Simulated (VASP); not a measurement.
# Ag (Fm-3m) in VASP: a series of runs

Ag is run at these levels: PBEsol; tasks: single point.

Program: VASP 6.6.1. These are calculated values, not measurements. Logs are shortened: lines on timing, memory, paths and dates and some standing lists are left out, and cuts for length are marked.

## Step 1: The cell of the first run

Symmetry: Fm-3m, No. 225, cubic system. Conventional cell: a = 4.025 Å, b = 4.025 Å, c = 4.025 Å, α = 90.00°, β = 90.00°, γ = 90.00°. Ag (site symmetry m-3m) has 12 Ag at 2.85 Å within 3.7 Å.

## Step 2: Single point, PBEsol (strain -0.015 along x and y, -0.015 along z)

Input file INCAR:

```
PREC = Accurate
ENCUT = 520
EDIFF = 1E-6
ISMEAR = 0
SIGMA = 0.15
LREAL = F
LASPH = T
NELM = 100
ALGO = Normal
ISIF = 2
LWAVE = F
LCHARG = F
GGA = PS
NBANDS = 12
```

Input file KPOINTS:

```
regular mesh
0
Gamma
  20 20 20
```

Input file POSCAR:

```
Ag
1.0
    0.0000000000      2.0124535000      2.0124535000
    2.0124535000      0.0000000000      2.0124535000
    2.0124535000      2.0124535000      0.0000000000
Ag
1
Direct
    0.0000000000      0.0000000000      0.0000000000
```

Potentials or basis: VASP PAW PBE potentials, release 64 (Ag).

Launch:

```sh
cat potpaw_PBE.64/Ag/POTCAR > POTCAR
mpirun -np 1 vasp_std > vasp.out
```

OUTCAR:

```text
PREC = Accurate
   ENCUT = 520
   EDIFF = 1E-6
   ISMEAR = 0
   LREAL = F
   LASPH = T
   NELM = 100
   ISIF = 2
   GGA = PS

 ion  position               nearest neighbor table
   1  0.000  0.000  0.000-

  LATTYP: Found a face centered cubic cell.
 ALAT       =     4.0249070000

  Lattice vectors:

 A1 = (   0.0000000000,   2.0124535000,   2.0124535000)
 A2 = (   2.0124535000,   0.0000000000,   2.0124535000)
 A3 = (   2.0124535000,   2.0124535000,   0.0000000000)

Analysis of symmetry for initial positions (statically):
=====================================================================
 Subroutine PRICEL returns:
 Original cell was already a primitive cell.

 Routine SETGRP: Setting up the symmetry group for a
 face centered cubic supercell.

 Subroutine GETGRP returns: Found 48 space group operations
 (whereof 48 operations were pure point group operations)
 out of a pool of 48 trial point group operations.

The static configuration has the point symmetry O_h .

Analysis of symmetry for dynamics (positions and initial velocities):
=====================================================================
 Subroutine PRICEL returns:
 Original cell was already a primitive cell.

 Routine SETGRP: Setting up the symmetry group for a
 face centered cubic supercell.

 Subroutine GETGRP returns: Found 48 space group operations
 (whereof 48 operations were pure point group operations)
 out of a pool of 48 trial point group operations.

The dynamic configuration has the point symmetry O_h .

 Subroutine INISYM returns: Found 48 space group operations
 (whereof 48 operations are pure point group operations),
 and found     1 'primitive' translations

----------------------------------------------------------------------------------------

                                     Primitive cell

  volume of cell :      16.3007

  direct lattice vectors                    reciprocal lattice vectors
     0.000000000  2.012453500  2.012453500    -0.248452946  0.248452946  0.248452946
     2.012453500  0.000000000  2.012453500     0.248452946 -0.248452946  0.248452946
     2.012453500  2.012453500  0.000000000     0.248452946  0.248452946 -0.248452946

  length of vectors
     2.846039033  2.846039033  2.846039033     0.430333125  0.430333125  0.430333125

  position of ions in fractional coordinates (direct lattice)
     0.000000000  0.000000000  0.000000000

  ion indices of the primitive-cell ions
   primitive index   ion index
                 1           1

----------------------------------------------------------------------------------------

 KPOINTS: regular mesh

Automatic generation of k-mesh.
 Grid dimensions read from file:
 generate k-points for:   20   20   20

 Generating k-lattice:

  Cartesian coordinates                     Fractional coordinates (reciprocal lattice)
    -0.012422647  0.012422647  0.012422647     0.050000000  0.000000000  0.000000000
     0.012422647 -0.012422647  0.012422647     0.000000000  0.050000000  0.000000000
     0.012422647  0.012422647 -0.012422647     0.000000000  0.000000000  0.050000000

  Length of vectors
     0.021516656  0.021516656  0.021516656

  Shift w.r.t. Gamma in fractional coordinates (k-lattice)
     0.000000000  0.000000000  0.000000000

 Subroutine IBZKPT returns following result:
 ===========================================

 Found    256 irreducible k-points:

 Following reciprocal coordinates:
            Coordinates               Weight
  0.000000  0.000000  0.000000      1.000000
  0.050000  0.000000  0.000000      8.000000
  0.100000  0.000000  0.000000      8.000000
  0.150000  0.000000  0.000000      8.000000
  0.200000  0.000000  0.000000      8.000000
  0.250000  0.000000  0.000000      8.000000
[... 16 lines left out ...]
 -0.400000  0.050000  0.000000     24.000000
 -0.350000  0.050000  0.000000     24.000000
 [... further k-points ...]
   k-points           NKPTS =    256   k-points in BZ     NKDIM =    256   number of bands    NBANDS=     12
   number of dos      NEDOS =    301   number of ions     NIONS =      1
   total plane-waves  NPLWV =  13824
   dimension x,y,z NGX =    24 NGY =   24 NGZ =   24
   dimension x,y,z NGXF=    48 NGYF=   48 NGZF=   48
   ions per type =               1
   NGX,Y,Z   is equivalent  to a cutoff of  14.02, 14.02, 14.02 a.u.
   NGXF,Y,Z  is equivalent  to a cutoff of  28.04, 28.04, 28.04 a.u.
 SYSTEM =  unknown system
   PREC   = accura    normal or accurate (medium, high low for compatibility)
   ISTART =      0    job   : 0-new  1-cont  2-samecut
   ICHARG =      2    charge: 1-file 2-atom 10-const
   ISPIN  =      1    spin polarized calculation?
   LNONCOLLINEAR =      F non collinear calculations
   LSORBIT =      F    spin-orbit coupling
   LASPH  =      T    aspherical Exc in radial PAW
   ENCUT  =  520.0 eV  38.22 Ry    6.18 a.u.   5.29  5.29  5.29*2*pi/ulx,y,z
   NELM   =    100;   NELMIN=  2; NELMDL= -5     # of ELM steps
   EDIFF  = 0.1E-05   stopping-criterion for ELM
   LREAL  =      F    real-space projection
   EDIFFG = 0.1E-04   stopping-criterion for IOM
   NSW    =      0    number of steps for IOM
   IBRION =     -1    ionic relax: 0-MD 1-quasi-New 2-CG
   NFREE  =      0    steps in history (QN), initial steepest desc. (CG)
   ISIF   =      2    stress and relaxation
   ISYM   =      2    0-nonsym 1-usesym 2-fastsym
   POTIM  = 0.5000    time-step for ionic-motion
   TEBEG  =    0.0;   TEEND  =   0.0 temperature during run
   PSTRESS=    0.0 pullay stress
   NELECT =      11.0000    total number of electrons
   NUPDOWN=      -1.0000    fix difference up-down
   EMIN   =  10.00;   EMAX   =-10.00  energy-range for DOS
   EFERMI =   0.00;   METHOD = LEGACY
   ISMEAR =     0;   SIGMA  =   0.15  broadening in eV -4-tet -1-fermi 0-gaus
   EFERMI_NEDOS =   21; number of points for ismear=-14 and -15
   IALGO  =     38    algorithm
   IMIX   =      4    mixing-type and parameters
     AMIX     =   0.40;   BMIX     =  1.00
     AMIX_MAG =   1.60;   BMIX_MAG =  1.00
  volume/ion in A,a.u.               =      16.30       110.00
  Fermi-wavevector in a.u.,A,eV,Ry     =   1.435941  2.713535 28.054207  2.061926
  Thomas-Fermi vector in A             =   2.555184
   LORBIT       =      0    0 simple, 1 ext, 2 COOP (PROOUT), +10 PAW based schemes
   GGA     = PS    functional components
   LHFCALC =     F    Hartree Fock is set to
   AEXX    =    0.0000 exact exchange contribution
   IVDW    =     0    specifies the selected vdW correction
   LEPSILON=     F    determine dielectric tensor
   LRPA    =     F    only Hartree local field effects (RPA)
 non-spin polarized calculation
 Gauss-broadening in eV      SIGMA  =   0.15
  energy-cutoff  :      520.00
  volume of cell :       16.30
 maximum number of plane-waves:       459
 NGX is ok and might be reduce to    24
   NGX = 11   NGY = 11   NGZ = 11

 number of electron      11.0000002 magnetization

 Free energy of the ion-electron system (eV)
  ---------------------------------------------------
  ext. energy  EPLUGINS =         0.00000000
  ---------------------------------------------------
  free energy    TOTEN  =        -3.30989787 eV

  energy without entropy =       -3.30751087  energy(sigma->0) =       -3.30870437

 E-fermi :   8.8608     XC(G=0): -12.6823

 val. band max:        8.8411859804   @ k =   0.5000   0.3500   0.1500
 cond. band min:       8.8968426665   @ k =   0.5000   0.1000   0.0000
 fundamental gap:      0.0556566861
 Fermi energy:         8.8607943782

 k-point     1 :       0.0000    0.0000    0.0000
  band No.  band energies     occupation
      1       0.7026      2.00000
      2       3.9331      2.00000
      3       3.9331      2.00000
      4       3.9331      2.00000
      5       5.0665      2.00000
      6       5.0665      2.00000
      7      24.9477      0.00000
      8      28.7870      0.00000
      9      28.7870      0.00000
     10      28.7870      0.00000
     11      33.7232      0.00000
     12      35.1590      0.00000

 k-point     2 :       0.0500    0.0000    0.0000
  band No.  band energies     occupation
      1       0.7841      2.00000
      2       3.9125      2.00000
      3       3.9570      2.00000
      4       3.9570      2.00000
      5       5.0569      2.00000
      6       5.0569      2.00000
      7      24.9816      0.00000
      8      28.0870      0.00000
      9      28.8330      0.00000
     10      28.8330      0.00000
     11      33.9667      0.00000
     12      35.0417      0.00000

 k-point     3 :       0.1000    0.0000    0.0000
  band No.  band energies     occupation
      1       1.0216      2.00000
      2       3.8606      2.00000
      3       4.0210      2.00000
      4       4.0210      2.00000
      5       5.0356      2.00000
      6       5.0356      2.00000
      7      24.9359      0.00000
      8      26.7331      0.00000
      9      28.9551      0.00000
     10      28.9551      0.00000
     11      33.2950      0.00000
     12      34.6571      0.00000

 k-point     4 :       0.1500    0.0000    0.0000
  band No.  band energies     occupation
      1       1.3885      2.00000
      2       3.8131      2.00000
      3       4.1004      2.00000
      4       4.1004      2.00000
      5       5.0274      2.00000
      6       5.0274      2.00000
      7      24.0237      0.00000
      8      25.9827      0.00000
      9      29.1028      0.00000
     10      29.1028      0.00000
     11      32.4723      0.00000
     12      34.0035      0.00000

 k-point     5 :       0.2000    0.0000    0.0000
  band No.  band energies     occupation
      1       1.8152      2.00000
      2       3.8513      2.00000
      3       4.1540      2.00000
      4       4.1540      2.00000
      5       5.0724      2.00000
      6       5.0724      2.00000
      7      22.2614      0.00000
      8      25.8428      0.00000
      9      29.1814      0.00000
     10      29.1814      0.00000
     11      32.0554      0.00000
     12      33.2425      0.00000

 k-point     6 :       0.2500    0.0000    0.0000
  band No.  band energies     occupation
      1       2.1572      2.00000
      2       4.1293      2.00000
      3       4.1507      2.00000
      4       4.1507      2.00000
      5       5.1972      2.00000
      6       5.1972      2.00000
      7      20.3235      0.00000
      8      25.6098      0.00000
      9      29.0593      0.00000
     10      29.0593      0.00000
     11      32.2104      0.00000
     12      32.6271      0.00000

 k-point     7 :       0.3000    0.0000    0.0000
  band No.  band energies     occupation
      1       2.2973      2.00000
      2       4.0996      2.00000
      3       4.0996      2.00000
      4       4.7676      2.00000
      5       5.3832      2.00000
      6       5.3832      2.00000
      7      18.3742      0.00000
      8      25.2314      0.00000
      9      28.6694      0.00000
     10      28.6694      0.00000
     11      32.3147      0.00000
     12      32.3147      0.00000

 k-point     8 :       0.3500    0.0000    0.0000
  band No.  band energies     occupation
      1       2.2951      2.00000
      2       4.0305      2.00000
      3       4.0305      2.00000
      4       5.5867      2.00000
      5       5.5867      2.00000
      6       5.6952      2.00000
      7      16.4892      0.00000
      8      24.8235      0.00000
      9      28.1278      0.00000
     10      28.1278      0.00000
     11      32.2469      0.00000
     12      32.2469      0.00000
[... 166 lines left out ...]
 k-point    20 :       0.4500    0.0500    0.0000
  band No.  band energies     occupation
      1       2.2640      2.00000
      2       3.8996      2.00000
      3       3.9805      2.00000
      4       5.5906      2.00000
      5       5.9042      2.00000
      6       7.7371      2.00000
      7      13.7839      0.00000
      8      24.2967      0.00000
      9      26.7566      0.00000
     10      27.1712      0.00000
     11      32.5610      0.00000
     12      32.6822      0.00000

 k-point    21 :       0.5000    0.0500    0.0000
  band No.  band energies     occupation
      1       2.2377      2.00000
      2       3.8776      2.00000
      3       3.9506      2.00000
      4       5.7253      2.00000
      5       5.9340      2.00000
      6       8.4806      1.99966
      7      12.8020      0.00000
      8      24.1660      0.00000
      9      26.7308      0.00000
     10      26.8326      0.00000
     11      32.6065      0.00000
     12      32.6681      0.00000

 k-point    22 :      -0.4500    0.0500    0.0000
  band No.  band energies     occupation
      1       2.2439      2.00000
      2       3.8880      2.00000
      3       3.9503      2.00000
      4       5.7441      2.00000
      5       5.8771      2.00000
      6       8.3085      2.00000
      7      13.0265      0.00000
      8      24.1748      0.00000
      9      26.5401      0.00000
     10      27.1525      0.00000
     11      32.5028      0.00000
     12      32.6887      0.00000

 k-point    23 :      -0.4000    0.0500    0.0000
  band No.  band energies     occupation
      1       2.2806      2.00000
      2       3.9283      2.00000
      3       3.9801      2.00000
      4       5.6352      2.00000
      5       5.7406      2.00000
      6       7.4205      2.00000
      7      14.2681      0.00000
      8      24.3185      0.00000
      9      26.5941      0.00000
     10      27.7231      0.00000
     11      32.3534      0.00000
     12      32.6081      0.00000

 k-point    24 :      -0.3500    0.0500    0.0000
  band No.  band energies     occupation
      1       2.3330      2.00000
      2       3.9909      2.00000
      3       4.0358      2.00000
      4       5.3501      2.00000
      5       5.5452      2.00000
      6       6.4757      2.00000
      7      15.9340      0.00000
      8      24.5772      0.00000
      9      26.8626      0.00000
     10      28.5213      0.00000
     11      32.1525      0.00000
     12      32.3645      0.00000

 [... further k-points ...]
[... 5 lines left out ...]
  --------------------------------------------------------------------------------------
  -------------------------------------------------------------------------------------
  Total        0.2549501      0.2549501      0.2549501     -0.0000000     -0.0000000     -0.0000000
  in kB       25.0586783     25.0586783     25.0586783     -0.0000000     -0.0000000     -0.0000000
  external PRESSURE =      25.0586783 kB  Pullay stress =       0.0000000 kB

 VOLUME and BASIS-vectors are now :
 -----------------------------------------------------------------------------
  energy-cutoff  :      520.00
  volume of cell :       16.30
      direct lattice vectors                 reciprocal lattice vectors
     0.000000000  2.012453500  2.012453500    -0.248452946  0.248452946  0.248452946
     2.012453500  0.000000000  2.012453500     0.248452946 -0.248452946  0.248452946
     2.012453500  2.012453500  0.000000000     0.248452946  0.248452946 -0.248452946

 POSITION                                       TOTAL-FORCE (eV/Angst)
 -----------------------------------------------------------------------------------
      0.00000      0.00000      0.00000         0.000000      0.000000      0.000000
 -----------------------------------------------------------------------------------
    total drift:                               -0.000000      0.000000     -0.000000

  FREE ENERGIE OF THE ION-ELECTRON SYSTEM (eV)
  ---------------------------------------------------
  free  energy   TOTEN  =        -3.3098978699 eV

  energy  without entropy=       -3.3075108698  energy(sigma->0) =       -3.30870437
```

It took 14 s on 1 thread of Intel Xeon 6975P-C (Granite Rapids), shared host; peak memory 0.18 GiB.

Results:

| Item | Value |
| --- | --- |
| Free energy | -3.3099 eV |
| Pressure | 2.5 GPa |

Caveat: the cell differs from its parent crystal (strain -0.015 along x and y, -0.015 along z); the PAW data sets were made with another functional, which shifts forces and pressure a little.

## Step 3: Single point, PBEsol (strain +0.015 along x and y, +0.015 along z)

Input file INCAR:

```
SYSTEM = Ag
PREC = Accurate
ENCUT = 520
EDIFF = 1E-6
ISMEAR = 0
SIGMA = 0.15
LREAL = .False.
LASPH = .True.
NELM = 80
ALGO = Fast
ISIF = 2
LWAVE = .False.
LCHARG = .True.
GGA = PS
LELF = .True.
LVHAR = .True.
NBANDS = 12
```

Input file KPOINTS:

```
regular mesh
0
Gamma
  20 20 20
  0 0 0
```

Input file POSCAR:

```
Ag
1.0
    0.0000000000      2.0737465000      2.0737465000
    2.0737465000      0.0000000000      2.0737465000
    2.0737465000      2.0737465000      0.0000000000
Ag
1
Direct
    0.0000000000      0.0000000000      0.0000000000
```

Potentials or basis: VASP PAW PBE potentials, release 64 (Ag).

Launch:

```sh
cat potpaw_PBE.64/Ag/POTCAR > POTCAR
mpirun -np 1 vasp_std > vasp.out
```

Run time: 17 s. Hardware: 1 thread of Intel Xeon 6975P-C (Granite Rapids), shared host; peak memory 0.17 GiB.

Results (log left out):

| Quantity | Value |
| --- | --- |
| Free energy | -3.2855 eV |
| Pressure | -6.8 GPa |

Levels at points of the mesh, in eV from the Fermi level:
```tsv
k point	band 3	band 4	band 5	band 6	band 7	band 8	band 9	band 10
(0.00, 0.00, 0.00)	-4.59	-4.59	-3.62	-3.62	15.90	19.21	19.21	19.21
(0.50, 0.00, 0.00)	-4.61	-2.88	-2.88	-0.31	3.36	15.13	17.37	17.37
(0.50, 0.50, 0.00)	-2.91	-2.69	-2.69	1.61	6.39	10.40	10.40	16.65
```

Caveat: the cell differs from its parent crystal (strain +0.015 along x and y, +0.015 along z); the PAW data sets were made with another functional, which shifts forces and pressure a little.

## Step 4: Single point, PBEsol (strain +0.030 along x and y, +0.030 along z)

Input file INCAR:

```
  ALGO = Normal
  EDIFF = 1E-7
  ENCUT = 520
  GGA = PS
  ISIF = 2
  ISMEAR = 0
  LASPH = T
  LCHARG = F
  LREAL = F
  LWAVE = F
  NBANDS = 12
  NELM = 60
  PREC = Accurate
  SIGMA = 0.15
```

Input file KPOINTS:

```
k-points
0
Gamma
  20 20 20
```

Input file POSCAR:

```
Ag
1.0
    0.0000000000      2.1043930000      2.1043930000
    2.1043930000      0.0000000000      2.1043930000
    2.1043930000      2.1043930000      0.0000000000
Ag
1
Direct
    0.0000000000      0.0000000000      0.0000000000
```

Launch:

```sh
cat potpaw_PBE.64/Ag/POTCAR > POTCAR
mpirun -np 1 vasp_std > vasp.out
```

Run time: 18 s. Hardware: 1 thread of Intel Xeon 6975P-C (Granite Rapids), shared host; peak memory 0.18 GiB.

Results (log left out):

```yaml
Free_energy: -3.2439 eV
Pressure: -9.8 GPa
```

Levels at points of the mesh, in eV from the Fermi level:
```tsv
k point	band 3	band 4	band 5	band 6	band 7	band 8	band 9	band 10
(0.00, 0.00, 0.00)	-4.45	-4.45	-3.56	-3.56	15.78	18.83	18.83	18.83
(0.50, 0.00, 0.00)	-4.46	-2.87	-2.87	-0.20	3.13	15.01	16.92	16.92
(0.50, 0.50, 0.00)	-2.90	-2.69	-2.69	1.65	6.07	10.18	10.18	16.11
```

Caveat: the cell differs from its parent crystal (strain +0.030 along x and y, +0.030 along z); the PAW data sets were made with another functional, which shifts forces and pressure a little.

## Step 5: Overview

```csv
cell,gap on the mesh (eV),pressure (GPa)
"a = 2.846 Å, angles 60.0°, 1 atom",none,2.5
"a = 2.933 Å, angles 60.0°, 1 atom",none,-6.8
"a = 2.976 Å, angles 60.0°, 1 atom",none,-9.8
```

Alike in all rows: task single point; level PBEsol; potentials or basis VASP PAW PBE potentials, release 64 (Ag); no spin polarisation; k mesh 20 × 20 × 20; cutoff (eV) 520; smearing gaussian 0.15 eV.

Caveats: the PAW data sets were made with another functional, which shifts forces and pressure a little.

Absolute energies hang on the potentials; compare differences alone.
